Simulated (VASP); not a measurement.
# C in VASP: single point with PBE+D3(BJ)

Aim: the single point of C with PBE+D3(BJ).

Program: VASP 6.6.1. These are calculated values, not measurements. Logs are shortened: lines on timing, memory, paths and dates and some standing lists are left out, and cuts for length are marked.

**1. The cell of the first run**

The cell holds a slab with vacuum, 2 atoms: a = 2.376 Å, b = 2.376 Å, c = 26.002 Å, α = 90.00°, β = 90.00°, γ = 120.00°.

**2. Single point, PBE+D3(BJ)**

Contents of INCAR:

```
SYSTEM = C
PREC     = Accurate       ! precision mode
ENCUT    = 520            ! plane-wave cutoff, eV
EDIFF    = 1E-6           ! SCF threshold, eV
ISMEAR   = 0              ! smearing method
SIGMA    = 0.1            ! smearing width, eV
LREAL    = .False.        ! projectors in reciprocal space
LASPH    = .True.         ! aspherical terms in the spheres
NELM     = 60             ! most SCF steps
ALGO     = Normal         ! electronic algorithm
ISIF     = 2              ! what is computed and relaxed
LWAVE    = .False.        ! write WAVECAR
LCHARG   = .False.        ! write CHGCAR
LDIPOL   = .True.       
IDIPOL   = 3            
DIPOL    = 0.5 0.5 0.500
GGA      = PE             ! functional
IVDW     = 12             ! dispersion correction
NBANDS   = 11             ! bands
```

Contents of KPOINTS:

```
Automatic mesh
0
Gamma
  21 21 1
  0 0 0
```

Contents of POSCAR:

```
C
1.0
    2.3760000000      0.0000000000      0.0000000000
   -1.1880000000      2.0576763594      0.0000000000
    0.0000000000      0.0000000000     26.0024170307
C
2
Direct
    0.6666666667      0.3333333333      0.5000000000
    0.3333333333      0.6666666667      0.5000000000
```

Potentials or basis: VASP PAW PBE potentials, release 64 (C).

Command:

```
$ cat potpaw_PBE.64/C/POTCAR > POTCAR
$ mpirun -np 1 vasp_std > vasp.out
```

OUTCAR:

```text
SYSTEM = C
   PREC = Accurate
   ENCUT = 520
   EDIFF = 1E-6
   ISMEAR = 0
   LREAL = .False.
   LASPH = .True.
   NELM = 60
   ISIF = 2
   GGA = PE
   IVDW = 12
 IVDW          = 12

 ion  position               nearest neighbor table
   1  0.667  0.333  0.500-   2 1.37   2 1.37   2 1.37
   2  0.333  0.667  0.500-   1 1.37   1 1.37   1 1.37

  LATTYP: Found a hexagonal cell.
 ALAT       =     2.3760000000
 C/A-ratio  =    10.9437782116

  Lattice vectors:

 A1 = (   2.3760000000,   0.0000000000,   0.0000000000)
 A2 = (  -1.1880000000,   2.0576763594,   0.0000000000)
 A3 = (   0.0000000000,   0.0000000000,  26.0024170307)

Analysis of symmetry for initial positions (statically):
=====================================================================
 Subroutine PRICEL returns:
 Original cell was already a primitive cell.

 Routine SETGRP: Setting up the symmetry group for a
 hexagonal supercell.

 Subroutine GETGRP returns: Found 24 space group operations
 (whereof 24 operations were pure point group operations)
 out of a pool of 24 trial point group operations.

The static configuration has the point symmetry D_6h.

Analysis of symmetry for dynamics (positions and initial velocities):
=====================================================================
 Subroutine PRICEL returns:
 Original cell was already a primitive cell.

 Routine SETGRP: Setting up the symmetry group for a
 hexagonal supercell.

 Subroutine GETGRP returns: Found 24 space group operations
 (whereof 24 operations were pure point group operations)
 out of a pool of 24 trial point group operations.

The dynamic configuration has the point symmetry D_6h.

 Subroutine INISYM returns: Found 24 space group operations
 (whereof 24 operations are pure point group operations),
 and found     1 'primitive' translations

----------------------------------------------------------------------------------------

                                     Primitive cell

  volume of cell :     127.1268

  direct lattice vectors                    reciprocal lattice vectors
     2.376000000  0.000000000  0.000000000     0.420875421  0.242992538  0.000000000
    -1.188000000  2.057676359  0.000000000     0.000000000  0.485985075  0.000000000
     0.000000000  0.000000000 26.002417031     0.000000000  0.000000000  0.038457963

  length of vectors
     2.376000000  2.376000000 26.002417031     0.485985075  0.485985075  0.038457963

[... 93 lines left out ...]
   EMIN   =  10.00;   EMAX   =-10.00  energy-range for DOS
   EFERMI =   0.00;   METHOD = LEGACY
   ISMEAR =     0;   SIGMA  =   0.10  broadening in eV -4-tet -1-fermi 0-gaus
   EFERMI_NEDOS =   21; number of points for ismear=-14 and -15
   IALGO  =     38    algorithm
   IMIX   =      4    mixing-type and parameters
     AMIX     =   0.40;   BMIX     =  1.00
     AMIX_MAG =   1.60;   BMIX_MAG =  1.00
  volume/ion in A,a.u.               =      63.56       428.95
  Fermi-wavevector in a.u.,A,eV,Ry     =   0.651167  1.230527  5.769122  0.424019
  Thomas-Fermi vector in A             =   1.720680
   LORBIT       =      0    0 simple, 1 ext, 2 COOP (PROOUT), +10 PAW based schemes
   GGA     = PE    functional components
   LHFCALC =     F    Hartree Fock is set to
   AEXX    =    0.0000 exact exchange contribution
   IVDW    =    12    specifies the selected vdW correction
   LEPSILON=     F    determine dielectric tensor
   LRPA    =     F    only Hartree local field effects (RPA)
 non-spin polarized calculation
 Gauss-broadening in eV      SIGMA  =   0.10
  energy-cutoff  :      520.00
  volume of cell :      127.13
 maximum number of plane-waves:      3511
 NGX is ok and might be reduce to    18
   NGX =  9   NGY =  9   NGZ = 97

 number of electron       8.0000003 magnetization

 dipolmoment           0.000000      0.000000     -0.000000 electrons x Angstroem

 Free energy of the ion-electron system (eV)
  ---------------------------------------------------
  ext. energy  EPLUGINS =         0.00000000
  ---------------------------------------------------
  free energy    TOTEN  =       -18.24221045 eV

  energy without entropy =      -18.24169872  energy(sigma->0) =      -18.24195459

 E-fermi :  -2.7066     XC(G=0):  -1.7090

 val. band max:       -2.7065895797   @ k =   0.3333   0.3333   0.0000
 cond. band min:      -2.7065895737   @ k =   0.3333   0.3333   0.0000
 fundamental gap:      0.0000000060
 Fermi energy:        -2.7065895760

 k-point     1 :       0.0000    0.0000    0.0000
  band No.  band energies     occupation
      1     -23.1416      2.00000
      2     -11.1051      2.00000
      3      -5.6909      2.00000
      4      -5.6909      2.00000
      5       0.1963      0.00000
      6       0.9859      0.00000
      7       1.2424      0.00000
      8       1.7054      0.00000
      9       2.0008      0.00000
     10       2.8933      0.00000
     11       3.2916      0.00000
[... 309 lines left out ...]
 k-point    24 :       0.1905    0.0952    0.0000
  band No.  band energies     occupation
      1     -21.5534      2.00000
      2     -10.0309      2.00000
      3      -9.1814      2.00000
      4      -8.4397      2.00000
      5       2.3870      0.00000
      6       3.2060      0.00000
      7       3.4955      0.00000
      8       3.9442      0.00000
      9       4.2415      0.00000
     10       5.1059      0.00000
     11       5.5173      0.00000

 [... further k-points ...]

------------------------ aborting loop because EDIFF is reached ----------------------------------------

 vacuum level on the upper side and lower side of the slab       (xc-potential included)        -0.010        -0.010

 Edisp (eV)   -0.17239

 E8    (eV) :    -0.0539

  FORCE on cell =-STRESS in cart. coord.  units (eV):
  Direction    XX          YY          ZZ          XY          YZ          ZX
  --------------------------------------------------------------------------------------
  -------------------------------------------------------------------------------------
  Total       5.81826     5.81826    -0.01281    -0.00000    -0.00000     0.00000
  in kB      73.32742    73.32742    -0.16148    -0.00000    -0.00000     0.00000
  external pressure =       48.83 kB  Pullay stress =        0.00 kB

 VOLUME and BASIS-vectors are now :
 -----------------------------------------------------------------------------
  energy-cutoff  :      520.00
  volume of cell :      127.13
      direct lattice vectors                 reciprocal lattice vectors
     2.376000000  0.000000000  0.000000000     0.420875421  0.242992538  0.000000000
    -1.188000000  2.057676359  0.000000000     0.000000000  0.485985075  0.000000000
     0.000000000  0.000000000 26.002417031     0.000000000  0.000000000  0.038457963

 POSITION                                       TOTAL-FORCE (eV/Angst)
 -----------------------------------------------------------------------------------
      1.18800      0.68589     13.00121        -0.000000      0.000000      0.000000
     -0.00000      1.37178     13.00121         0.000000      0.000000      0.000000
 -----------------------------------------------------------------------------------
    total drift:                                0.000000     -0.000000     -0.000000

  FREE ENERGIE OF THE ION-ELECTRON SYSTEM (eV)
  ---------------------------------------------------
  free  energy   TOTEN  =       -18.4145959335 eV

  energy  without entropy=      -18.4140841969  energy(sigma->0) =      -18.41434007

 vacuum level on the upper side and lower side of the slab         1.191         1.191
```

OSZICAR:

```text
N       E                     dE             d eps       ncg     rms          rms(c)
DAV:   1     0.540112803292E+02    0.54011E+02   -0.33981E+03  1168   0.517E+02
DAV:   2    -0.147302162427E+02   -0.68741E+02   -0.54203E+02  1533   0.103E+02
DAV:   3    -0.199600797516E+02   -0.52299E+01   -0.52243E+01  1536   0.384E+01
[... 12 lines left out ...]
DAV:  16    -0.182421837357E+02   -0.20915E-04   -0.16545E-06  1288   0.630E-03    0.291E-03
DAV:  17    -0.182422050182E+02   -0.21283E-04   -0.45023E-07  1216   0.273E-03    0.744E-04
DAV:  18    -0.182422075348E+02   -0.25166E-05   -0.14819E-08  1277   0.535E-04    0.522E-04
DAV:  19    -0.182422102135E+02   -0.26787E-05   -0.32123E-08  1144   0.642E-04    0.117E-04
DAV:  20    -0.182422104546E+02   -0.24115E-06   -0.17230E-09  1295   0.216E-04
   1 F= -.18414596E+02 E0= -.18414340E+02  d E =-.511737E-03
```

stdout:

```text
POSCAR found type information on POSCAR C
 POSCAR found :  1 types and       2 ions
 scaLAPACK will be used
 LDA part: xc-table for (Slater+PW92), standard interpolation
 POSCAR, INCAR and KPOINTS ok, starting setup
 FFT: planning ... GRIDC
 FFT: planning ... GRID_SOFT
 FFT: planning ... GRID
 WAVECAR not read
 entering main loop
```

Wall time 2 min (1 thread of Intel Xeon 8259CL, shared host); peak memory 0.26 GiB.

What came out:

```yaml
Free_energy: -18.4146 eV
Band_gap_on_the_k_mesh: zero (filled and empty bands touch)
Dispersion_energy_per_atom: -0.086 eV
```
